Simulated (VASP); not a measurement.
# Ti4O in VASP: a series of runs

The runs below take Ti4O through single point, with PBEsol.

All numbers are computed with VASP 6.6.1; they aren't measurements. Logs are shortened: lines on timing, memory, paths and dates and some standing lists are left out, and cuts for length are marked.

### 1 The cell of the first run

The cell holds a slab with vacuum, 5 atoms: a = 2.868 Å, b = 2.868 Å, c = 26.025 Å, α = 90.00°, β = 90.00°, γ = 120.00°.

### 2 Single point, PBEsol

Contents of INCAR:

```
PREC     = Accurate       # precision mode
ENCUT    = 520            # plane-wave cutoff, eV
EDIFF    = 1E-7           # SCF threshold, eV
ISMEAR   = 0              # smearing method
SIGMA    = 0.1            # smearing width, eV
LREAL    = F              # projectors in reciprocal space
LASPH    = T              # aspherical terms in the spheres
NELM     = 60             # most SCF steps
ALGO     = Normal         # electronic algorithm
ISIF     = 2              # what is computed and relaxed
LWAVE    = F              # write WAVECAR
LCHARG   = F              # write CHGCAR
LDIPOL   = T            
IDIPOL   = 3            
DIPOL    = 0.5 0.5 0.490
GGA      = PS             # functional
NBANDS   = 35             # bands
```

Contents of KPOINTS:

```
Automatic mesh
0
Gamma
  12 12 1
```

Contents of POSCAR:

```
Ti4O
1.0
    2.8679135954      0.0000000000      0.0000000000
   -1.4339567977      2.4836860295      0.0000000000
    0.0000000000      0.0000000000     26.0249249352
Ti O
4 1
Direct
    0.6666666667      0.3333333333      0.3266099719
    0.3333333333      0.6666666667      0.4165868556
    0.0000000000      0.0000000000      0.5080269110
    0.6666666667      0.3333333333      0.5921085072
    1.3333333333      0.6666666667      0.6065635898
```

Potentials or basis: VASP PAW PBE potentials, release 64 (Ti_sv, O).

Run with:

```
$ cat potpaw_PBE.64/Ti_sv/POTCAR potpaw_PBE.64/O/POTCAR > POTCAR
$ mpirun -np 1 vasp_std > vasp.out
```

OUTCAR:

```text
PREC = Accurate
   ENCUT = 520
   EDIFF = 1E-7
   ISMEAR = 0
   LREAL = F
   LASPH = T
   NELM = 60
   ISIF = 2
   GGA = PS

 ion  position               nearest neighbor table
   1  0.667  0.333  0.327-   2 2.87   2 2.87   2 2.87
   2  0.333  0.667  0.417-   1 2.87   1 2.87   1 2.87   3 2.90   3 2.90   3 2.90
   3  0.000  0.000  0.508-   4 2.74   4 2.74   4 2.74   2 2.90   2 2.90   2 2.90
   4  0.667  0.333  0.592-   5 1.70   5 1.70   5 1.70   3 2.74   3 2.74   3 2.74
   5  0.333  0.667  0.607-   4 1.70   4 1.70   4 1.70

  LATTYP: Found a hexagonal cell.
 ALAT       =     2.8679135954
 C/A-ratio  =     9.0745149983

  Lattice vectors:

 A1 = (   2.8679135954,   0.0000000000,   0.0000000000)
 A2 = (  -1.4339567977,   2.4836860295,   0.0000000000)
 A3 = (   0.0000000000,   0.0000000000,  26.0249249352)

Analysis of symmetry for initial positions (statically):
=====================================================================
 Subroutine PRICEL returns:
 Original cell was already a primitive cell.

 Routine SETGRP: Setting up the symmetry group for a
 hexagonal supercell.

 Subroutine GETGRP returns: Found  6 space group operations
 (whereof  6 operations were pure point group operations)
 out of a pool of 24 trial point group operations.

The static configuration has the point symmetry C_3v.

Analysis of symmetry for dynamics (positions and initial velocities):
=====================================================================
 Subroutine PRICEL returns:
 Original cell was already a primitive cell.

 Routine SETGRP: Setting up the symmetry group for a
 hexagonal supercell.

 Subroutine GETGRP returns: Found  6 space group operations
 (whereof  6 operations were pure point group operations)
 out of a pool of 24 trial point group operations.

The dynamic configuration has the point symmetry C_3v.

 Subroutine INISYM returns: Found  6 space group operations
 (whereof  6 operations are pure point group operations),
 and found     1 'primitive' translations

----------------------------------------------------------------------------------------

                                     Primitive cell

  volume of cell :     185.3755

  direct lattice vectors                    reciprocal lattice vectors
     2.867913595  0.000000000  0.000000000     0.348685540  0.201313690  0.000000000
    -1.433956798  2.483686029  0.000000000     0.000000000  0.402627380  0.000000000
     0.000000000  0.000000000 26.024924935     0.000000000  0.000000000  0.038424703

  length of vectors
     2.867913595  2.867913595 26.024924935     0.402627380  0.402627380  0.038424703

  position of ions in fractional coordinates (direct lattice)
     0.666666667  0.333333333  0.326609972
     0.333333333  0.666666667  0.416586856
     0.000000000  0.000000000  0.508026911
     0.666666667  0.333333333  0.592108507
     0.333333333  0.666666667  0.606563590

  ion indices of the primitive-cell ions
   primitive index   ion index
                 1           1
                 2           2
                 3           3
                 4           4
                 5           5

----------------------------------------------------------------------------------------

 KPOINTS: Automatic mesh

Automatic generation of k-mesh.
 Grid dimensions read from file:
 generate k-points for:   12   12    1

 Generating k-lattice:

  Cartesian coordinates                     Fractional coordinates (reciprocal lattice)
     0.029057128  0.016776141  0.000000000     0.083333333  0.000000000  0.000000000
     0.000000000  0.033552282  0.000000000     0.000000000  0.083333333  0.000000000
     0.000000000  0.000000000  0.038424703     0.000000000  0.000000000  1.000000000

  Length of vectors
     0.033552282  0.033552282  0.038424703

  Shift w.r.t. Gamma in fractional coordinates (k-lattice)
     0.000000000  0.000000000  0.000000000

 Subroutine IBZKPT returns following result:
 ===========================================

 Found     19 irreducible k-points:

 Following reciprocal coordinates:
            Coordinates               Weight
  0.000000  0.000000  0.000000      1.000000
  0.083333  0.000000  0.000000      6.000000
  0.166667 -0.000000  0.000000      6.000000
  0.250000  0.000000  0.000000      6.000000
  0.333333 -0.000000  0.000000      6.000000
  0.416667  0.000000  0.000000      6.000000
[... 11 lines left out ...]
  0.333333  0.250000  0.000000     12.000000
  0.333333  0.333333  0.000000      2.000000
   k-points           NKPTS =     19   k-points in BZ     NKDIM =     19   number of bands    NBANDS=     35
   number of dos      NEDOS =    301   number of ions     NIONS =      5
   total plane-waves  NPLWV = 112896
   dimension x,y,z NGX =    24 NGY =   24 NGZ =  196
   dimension x,y,z NGXF=    48 NGYF=   48 NGZF=  392
   ions per type =               4   1
   NGX,Y,Z   is equivalent  to a cutoff of  13.91, 13.91, 12.52 a.u.
   NGXF,Y,Z  is equivalent  to a cutoff of  27.82, 27.82, 25.04 a.u.
 SYSTEM =  unknown system
   PREC   = accura    normal or accurate (medium, high low for compatibility)
   ISTART =      0    job   : 0-new  1-cont  2-samecut
   ICHARG =      2    charge: 1-file 2-atom 10-const
   ISPIN  =      1    spin polarized calculation?
   LNONCOLLINEAR =      F non collinear calculations
   LSORBIT =      F    spin-orbit coupling
   LASPH  =      T    aspherical Exc in radial PAW
   ENCUT  =  520.0 eV  38.22 Ry    6.18 a.u.   5.33  5.33 48.39*2*pi/ulx,y,z
   NELM   =     60;   NELMIN=  2; NELMDL= -5     # of ELM steps
   EDIFF  = 0.1E-06   stopping-criterion for ELM
   LREAL  =      F    real-space projection
   EDIFFG = 0.1E-05   stopping-criterion for IOM
   NSW    =      0    number of steps for IOM
   IBRION =     -1    ionic relax: 0-MD 1-quasi-New 2-CG
   NFREE  =      0    steps in history (QN), initial steepest desc. (CG)
   ISIF   =      2    stress and relaxation
   ISYM   =      2    0-nonsym 1-usesym 2-fastsym
   POTIM  = 0.5000    time-step for ionic-motion
   TEBEG  =    0.0;   TEEND  =   0.0 temperature during run
   PSTRESS=    0.0 pullay stress
   NELECT =      54.0000    total number of electrons
   NUPDOWN=      -1.0000    fix difference up-down
   EMIN   =  10.00;   EMAX   =-10.00  energy-range for DOS
   EFERMI =   0.00;   METHOD = LEGACY
   ISMEAR =     0;   SIGMA  =   0.10  broadening in eV -4-tet -1-fermi 0-gaus
   EFERMI_NEDOS =   21; number of points for ismear=-14 and -15
   IALGO  =     38    algorithm
   IMIX   =      4    mixing-type and parameters
     AMIX     =   0.40;   BMIX     =  1.00
     AMIX_MAG =   1.60;   BMIX_MAG =  1.00
  volume/ion in A,a.u.               =      37.08       250.20
  Fermi-wavevector in a.u.,A,eV,Ry     =   1.085231  2.050788 16.023926  1.177725
  Thomas-Fermi vector in A             =   2.221339
   LORBIT       =      0    0 simple, 1 ext, 2 COOP (PROOUT), +10 PAW based schemes
   GGA     = PS    functional components
   LHFCALC =     F    Hartree Fock is set to
   AEXX    =    0.0000 exact exchange contribution
   IVDW    =     0    specifies the selected vdW correction
   LEPSILON=     F    determine dielectric tensor
   LRPA    =     F    only Hartree local field effects (RPA)
 non-spin polarized calculation
 Gauss-broadening in eV      SIGMA  =   0.10
  energy-cutoff  :      520.00
  volume of cell :      185.38
 maximum number of plane-waves:      5023
 NGX is ok and might be reduce to    24
   NGX = 11   NGY = 11   NGZ = 97

 dipolmoment           0.000000      0.000000      0.633113 electrons x Angstroem

 number of electron      54.0000001 magnetization

 dipolmoment           0.000000      0.000000     -0.079779 electrons x Angstroem

 Free energy of the ion-electron system (eV)
  ---------------------------------------------------
  ext. energy  EPLUGINS =         0.00000000
  ---------------------------------------------------
  free energy    TOTEN  =       -39.33219092 eV

  energy without entropy =      -39.30867775  energy(sigma->0) =      -39.32043434

 E-fermi :   1.2905     XC(G=0):  -5.1815

 val. band max:        1.2835649748   @ k =   0.2500   0.0000   0.0000
 cond. band min:       1.3318818358   @ k =   0.3333   0.2500   0.0000
 fundamental gap:      0.0483168610
 Fermi energy:         1.2904593681

 k-point     1 :       0.0000    0.0000    0.0000
  band No.  band energies     occupation
      1     -55.9402      2.00000
      2     -55.3028      2.00000
      3     -55.0690      2.00000
      4     -54.8264      2.00000
      5     -32.2708      2.00000
      6     -32.2708      2.00000
[... 27 lines left out ...]
     34       3.0811      0.00000
     35       3.1936      0.00000

 k-point     2 :       0.0833    0.0000    0.0000
  band No.  band energies     occupation
      1     -55.9290      2.00000
      2     -55.2960      2.00000
      3     -55.0627      2.00000
      4     -54.8203      2.00000
      5     -32.3962      2.00000
      6     -32.2894      2.00000
[... 27 lines left out ...]
     34       3.0334      0.00000
     35       3.1489      0.00000

 k-point     3 :       0.1667   -0.0000    0.0000
  band No.  band energies     occupation
      1     -55.8981      2.00000
      2     -55.2775      2.00000
      3     -55.0453      2.00000
      4     -54.8036      2.00000
      5     -32.6868      2.00000
      6     -32.3397      2.00000
[... 27 lines left out ...]
     34       2.8126      0.00000
     35       3.1769      0.00000
[... 533 lines left out ...]
 k-point    18 :       0.3333    0.2500    0.0000
  band No.  band energies     occupation
      1     -55.7535      2.00000
      2     -55.1915      2.00000
      3     -54.9646      2.00000
      4     -54.7264      2.00000
      5     -33.5977      2.00000
      6     -32.8531      2.00000
[... 27 lines left out ...]
     34       3.5540      0.00000
     35       3.7150      0.00000

 k-point    19 :       0.3333    0.3333    0.0000
  band No.  band energies     occupation
      1     -55.7477      2.00000
      2     -55.1880      2.00000
      3     -54.9614      2.00000
      4     -54.7233      2.00000
      5     -33.5848      2.00000
      6     -32.9256      2.00000
[... 27 lines left out ...]
     34       3.4155      0.00000
     35       3.7439      0.00000

------------------------ aborting loop because EDIFF is reached ----------------------------------------

 vacuum level on the upper side and lower side of the slab       (xc-potential included)        -1.003         0.982

  FORCE on cell =-STRESS in cart. coord.  units (eV):
  Direction    XX          YY          ZZ          XY          YZ          ZX
  --------------------------------------------------------------------------------------
  -------------------------------------------------------------------------------------
  Total       16.4831876     16.4831876      7.0487562      0.0000000     -0.0000000      0.0000000
  in kB      142.4621650    142.4621650     60.9215336      0.0000000     -0.0000000      0.0000000
  external PRESSURE =     115.2819545 kB  Pullay stress =       0.0000000 kB

 VOLUME and BASIS-vectors are now :
 -----------------------------------------------------------------------------
  energy-cutoff  :      520.00
  volume of cell :      185.38
      direct lattice vectors                 reciprocal lattice vectors
     2.867913595  0.000000000  0.000000000     0.348685540  0.201313690  0.000000000
    -1.433956798  2.483686029  0.000000000     0.000000000  0.402627380  0.000000000
     0.000000000  0.000000000 26.024924935     0.000000000  0.000000000  0.038424703

 POSITION                                       TOTAL-FORCE (eV/Angst)
 -----------------------------------------------------------------------------------
      1.43396      0.82790      8.50000         0.000000      0.000000      0.508591
     -0.00000      1.65579     10.84164         0.000000     -0.000000     -0.227454
      0.00000      0.00000     13.22136         0.000000     -0.000000     -3.195285
      1.43396      0.82790     15.40958        -0.000000      0.000000     -3.932415
     -0.00000      1.65579     15.78577        -0.000000     -0.000000      6.846563
 -----------------------------------------------------------------------------------
    total drift:                               -0.000000      0.000000     -0.000183

  FREE ENERGIE OF THE ION-ELECTRON SYSTEM (eV)
  ---------------------------------------------------
  free  energy   TOTEN  =       -39.3321909231 eV

  energy  without entropy=      -39.3086777501  energy(sigma->0) =      -39.32043434

 vacuum level on the upper side and lower side of the slab         3.916         5.942
```

Run time: 2.6 min. Hardware: 1 thread of Intel Xeon 6975P-C (Granite Rapids), shared host; peak memory 0.37 GiB.

What came out:

```
Free energy            : -39.3322 eV
Largest force          : 6.847 eV/Å
Band gap on the k mesh : zero (bands 27 and 28 overlap by 0.75 eV)
```

Forces in eV/Å, atoms in the order of the input:
```
Ti   0.000  0.000  0.509
Ti   0.000  0.000 -0.227
Ti   0.000  0.000 -3.195
Ti   0.000  0.000 -3.932
O    0.000  0.000  6.847
```

Levels at points of the mesh, in eV from the Fermi level:
| k point | band 24 | band 25 | band 26 | band 27 | band 28 | band 29 | band 30 | band 31 |
| --- | --- | --- | --- | --- | --- | --- | --- | --- |
| (0.00, 0.00, 0.00) | -0.65 | -0.09 | 0.34 | 0.52 | 0.76 | 0.76 | 0.89 | 0.89 |
| (0.50, 0.00, 0.00) | -1.68 | -1.24 | -0.55 | -0.14 | 0.42 | 0.78 | 0.95 | 1.37 |

Caveat: the PAW data sets were made with another functional, which shifts forces and pressure a little.

(Part 1 of 2 ends here.)

The gap in the log of VASP goes by the Fermi energy; the results here count the filled bands.